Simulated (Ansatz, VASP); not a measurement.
AlFe3B in VASP and in Ansatz

The input POSCAR:

```
AlFe3B
1.0
    3.8223220000      0.0000000000      0.0000000000
    0.0000000000      3.8223220000      0.0000000000
    0.0000000000      0.0000000000      3.8223220000
Al Fe B
1 3 1
Direct
    0.5000000000      0.5000000000      0.5000000000
    0.5000000000      0.0000000000      0.0000000000
    0.0000000000      0.5000000000      0.0000000000
    0.0000000000      0.0000000000      0.5000000000
    0.0000000000      0.0000000000      0.0000000000
```

The input INCAR.step1:

```
SYSTEM = AlFe3B
ALGO = Normal ; EDIFF = 1E-4
ENCUT = 520 ; GGA = PE
ISMEAR = 0 ; ISPIN = 2
LASPH = .True. ; LCHARG = .False.
LMAXMIX = 4 ; LREAL = .False.
LWAVE = .True. ; MAGMOM = 0 4 4 -4 0
NBANDS = 27 ; NELM = 150
PREC = Accurate ; SIGMA = 0.1
```

The input INCAR.step2:

```
SYSTEM = AlFe3B
ALGO = Normal ; EDIFF = 1E-7
ENCUT = 520 ; ISIF = 2
ISMEAR = 0 ; ISPIN = 2
ISTART = 1 ; LASPH = .True.
LCHARG = .False. ; LMAXMIX = 4
LMIXTAU = .True. ; LORBIT = 11
LREAL = .False. ; LWAVE = .False.
MAGMOM = 0 4 4 -4 0 ; METAGGA = R2SCAN
NBANDS = 27 ; NELM = 150
PREC = Accurate ; SIGMA = 0.1
```

File KPOINTS:

```
k-points
0
Gamma
  10 10 10
  0 0 0
```

Input for Ansatz:

```yaml
crystal:
  lattice:
    - [3.822322, 0.0, 0.0]
    - [0.0, 3.822322, 0.0]
    - [0.0, 0.0, 3.822322]
  atoms:
    - { symbol: Al, position: [0.5, 0.5, 0.5] }
    - { symbol: Fe, position: [0.5, 0.0, 0.0], spin: 4.0 }
    - { symbol: Fe, position: [0.0, 0.5, 0.0], spin: 4.0 }
    - { symbol: Fe, position: [0.0, 0.0, 0.5], spin: -4.0 }
    - { symbol: B, position: [0.0, 0.0, 0.0] }
basis:
  ecutwfc: 500
kpoints:
  mp_grid: { grid: [10, 10, 10] }
hamiltonian:
  xc: r2scan
scf:
  occupations: { method: gaussian, width: 0.1 }
  lower_state_search: "off"
output:
  forces: true
  stress: true
  eigenvalues: true
  populations: true
magnetization:
  spin_polarized: true
```

Alike in both runs: task single point; functional r2SCAN; k mesh 10 × 10 × 10; occupations gaussian, width 0.1 eV; collinear spin.

|  | VASP | Ansatz |
| --- | --- | --- |
| version | VASP 6.6.1 | Ansatz 0.2.0 |
| potentials or method | VASP PAW PBE potentials, release 64 (Al, Fe, B), cutoff 520 eV | scalar-relativistic, plane waves, PAW |
| valence electrons in the cell | 30 | 54 |

|  | VASP | Ansatz | Ansatz less VASP |
| --- | --- | --- | --- |
| gap on the k mesh at the Fermi level (eV) | none | none | - |
| pressure (GPa) | 3.3 | 2.9 | -0.36 |
| traceless stress, the component that is largest in VASP (GPa) | 0.00 | 4.88 | +4.883 |
| net moment per atom (μB) | 1.19 | 0.62 | -0.579 |
| size of the moment on the site where the two differ most (μB) | 2.19 | 1.19 | -0.994 |

The net moments are unlike, so the other rows may belong to different states. VASP's potentials were made for PBE, not for r2SCAN. Site moments also hang on the region over which each program counts them. A gap of «none» marks a metal or a gap that the smearing closes. VASP's potentials hold 30 valence electrons a cell and Ansatz's 54, so a difference there can come from the potentials and not from the codes. Ansatz's warnings: stability check not made.
